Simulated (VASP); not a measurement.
# P (R-3m) in VASP: settings compared, part 2 of 2

VASP 6.6.1. The steps go on from the part before.

### Step 3. Single point, r2SCAN+rVV10 (20.18 Å³/atom)

This run uses another cell than the first one, of 20.18 Å³/atom.

POSCAR reads:

```
P
1.0
    1.8589810950      1.0732832356      3.3713455933
   -1.8589810950      1.0732832356      3.3713455933
    0.0000000000     -2.1465664712      3.3713455933
P
2
Direct
    0.7729197500      0.7729197500      0.7729197500
    0.2270802500      0.2270802500      0.2270802500
```

INCAR.step1 reads:

```
PREC = Accurate ; ENCUT = 550
ISMEAR = 1 ; SIGMA = 0.025
LREAL = False ; LASPH = True
NELM = 120 ; NBANDS = 12
GGA = PE ; ALGO = Normal
EDIFF = 1E-5 ; LWAVE = True
LCHARG = False ; GGA_COMPAT = False
```

INCAR.step2 reads:

```
PREC = Accurate ; ENCUT = 550
EDIFF = 1E-6 ; ISMEAR = 1
SIGMA = 0.025 ; LREAL = False
LASPH = True ; NELM = 120
ALGO = Normal ; ISIF = 2
LWAVE = False ; LCHARG = True
METAGGA = R2SCAN ; LMIXTAU = True
LUSE_VDW = True ; IVDW_NL = 2
BPARAM = 11.95 ; CPARAM = 0.0093
LELF = True ; LVHAR = True
NBANDS = 12 ; ISTART = 1
GGA_COMPAT = False
```

KPOINTS reads:

```
Automatic mesh
0
Gamma
  9 9 9
```

Potentials or basis: VASP PAW PBE potentials, release 64 (P).

Started as:

```
$ cat potpaw_PBE.64/P/POTCAR > POTCAR
$ cp INCAR.step1 INCAR
$ mpirun -np 1 vasp_std > vasp.out
$ cp INCAR.step2 INCAR
$ mpirun -np 1 vasp_std > vasp.out
```

OUTCAR:

```text
PREC = Accurate
   ENCUT = 550
   EDIFF = 1E-6
   ISMEAR = 1
   LREAL = False
   LASPH = True
   NELM = 120
   ISIF = 2
   METAGGA = R2SCAN
   IVDW_NL = 2
   BPARAM = 11.95
   ISTART = 1

 ion  position               nearest neighbor table
   1  0.773  0.773  0.773-   2 2.47   2 2.47   2 2.47
   2  0.227  0.227  0.227-   1 2.47   1 2.47   1 2.47

  LATTYP: Found a trigonal (rhomboedric) cell.
 ALAT       =     3.9967134905
 COS(alpha) =     0.5673129381

  Lattice vectors:

 A1 = (   1.8589810950,   1.0732832356,   3.3713455933)
 A2 = (  -1.8589810950,   1.0732832356,   3.3713455933)
 A3 = (   0.0000000000,  -2.1465664712,   3.3713455933)

Analysis of symmetry for initial positions (statically):
=====================================================================
 Subroutine PRICEL returns:
 Original cell was already a primitive cell.

 Routine SETGRP: Setting up the symmetry group for a
 trigonal (rhombohedral) supercell.

 Subroutine GETGRP returns: Found 12 space group operations
 (whereof 12 operations were pure point group operations)
 out of a pool of 12 trial point group operations.

The static configuration has the point symmetry D_3d.

[... 166 lines left out ...]
 fundamental gap:      0.0351509949
 Fermi energy:         6.0163006089

 k-point     1 :       0.0000    0.0000    0.0000
  band No.  band energies     occupation
      1      -9.1062      2.00000
      2       0.9977      2.00000
      3       3.4195      2.00000
      4       3.4701      2.00000
      5       3.4701      2.00000
      6       7.5356      0.00000
      7       8.6463      0.00000
      8       8.6463      0.00000
      9      12.4870      0.00000
     10      12.4870      0.00000
     11      13.3856      0.00000
     12      13.9386      0.00000
[... 331 lines left out ...]
 k-point    24 :       0.4444    0.4444    0.0000
  band No.  band energies     occupation
      1      -6.3624      2.00000
      2      -3.3100      2.00000
      3       0.0454      2.00000
      4       1.5071      2.00000
      5       1.7113      2.00000
      6       7.4038      0.00000
      7      11.0400      0.00000
      8      12.4462      0.00000
      9      12.6086      0.00000
     10      15.4210      0.00000
     11      18.0698      0.00000
     12      18.7897      0.00000

 [... further k-points ...]
[... 5 lines left out ...]
  --------------------------------------------------------------------------------------
  -------------------------------------------------------------------------------------
  Total       -3.9624888     -3.9624888     -2.6811064      0.0000000      0.0000000      0.0000000
  in kB     -157.3021961   -157.3021961   -106.4340993      0.0000000      0.0000000      0.0000000
  external PRESSURE =    -140.3461638 kB  Pullay stress =       0.0000000 kB

 VOLUME and BASIS-vectors are now :
 -----------------------------------------------------------------------------
  energy-cutoff  :      550.00
  volume of cell :       40.36
      direct lattice vectors                 reciprocal lattice vectors
     1.858981095  1.073283236  3.371345593     0.268964543  0.155286751  0.098872490
    -1.858981095  1.073283236  3.371345593    -0.268964543  0.155286751  0.098872490
     0.000000000 -2.146566471  3.371345593     0.000000000 -0.310573502  0.098872490

 POSITION                                       TOTAL-FORCE (eV/Angst)
 -----------------------------------------------------------------------------------
      0.00000      0.00000      7.81734         0.000000      0.000000      1.178694
      0.00000      0.00000      2.29670         0.000000      0.000000     -1.178694
 -----------------------------------------------------------------------------------
    total drift:                               -0.000000     -0.000000      0.000000

  FREE ENERGIE OF THE ION-ELECTRON SYSTEM (eV)
  ---------------------------------------------------
  free  energy   TOTEN  =       -17.2400528721 eV

  energy  without entropy=      -17.2400520595  energy(sigma->0) =      -17.24005260
```

OSZICAR.step1:

```text
N       E                     dE             d eps       ncg     rms          rms(c)
DAV:   1     0.253359269923E+02    0.25336E+02   -0.44807E+03  2040   0.733E+02
DAV:   2    -0.879864258243E+01   -0.34135E+02   -0.32501E+02  2744   0.115E+02
DAV:   3    -0.103162157581E+02   -0.15176E+01   -0.15110E+01  2612   0.234E+01
DAV:   4    -0.103289541194E+02   -0.12738E-01   -0.12736E-01  2452   0.261E+00
DAV:   5    -0.103290875729E+02   -0.13345E-03   -0.13345E-03  2644   0.267E-01    0.480E+00
DAV:   6    -0.103238858710E+02    0.52017E-02   -0.23317E-03  2504   0.354E-01    0.283E+00
DAV:   7    -0.103202826487E+02    0.36032E-02   -0.65246E-03  2440   0.577E-01    0.130E-01
DAV:   8    -0.103205132730E+02   -0.23062E-03   -0.28662E-04  2584   0.106E-01    0.336E-02
DAV:   9    -0.103205556518E+02   -0.42379E-04   -0.43083E-05  2468   0.424E-02    0.847E-03
DAV:  10    -0.103205564966E+02   -0.84484E-06   -0.20683E-06  1524   0.851E-03
   1 F= -.10320556E+02 E0= -.10320546E+02  d E =-.305975E-04
```

It took 3.1 min on 1 thread of Intel Xeon Platinum 8259CL at 2.50GHz (Skylake/Cascade Lake), shared host; peak memory 0.32 GiB.

Results:

| Property | Result |
| --- | --- |
| Free energy | -17.2401 eV |
| Pressure | -14.0 GPa |
| Largest force | 1.179 eV/Å |
| Band gap on the k mesh | 0.04 eV (least direct gap 0.68 eV) |

Forces on the atoms (eV/Å):
```
P    0.000  0.000  1.179
P    0.000  0.000 -1.179
```

Stress tensor (GPa, compression positive):
```
-15.73   0.00   0.00
  0.00 -15.73   0.00
  0.00   0.00 -10.64
```

Levels at points of the mesh, in eV from the valence-band top:
```csv
k point,band 3,band 4,band 5,band 6,band 7,band 8
"(0.00, 0.00, 0.00)",-2.58,-2.53,-2.53,1.54,2.65,2.65
```

Caveat: the cell stands under tension; the PAW data sets were made with another functional, which shifts forces and pressure a little; an odd mesh through Γ misses points on the zone boundary, where band edges can lie.
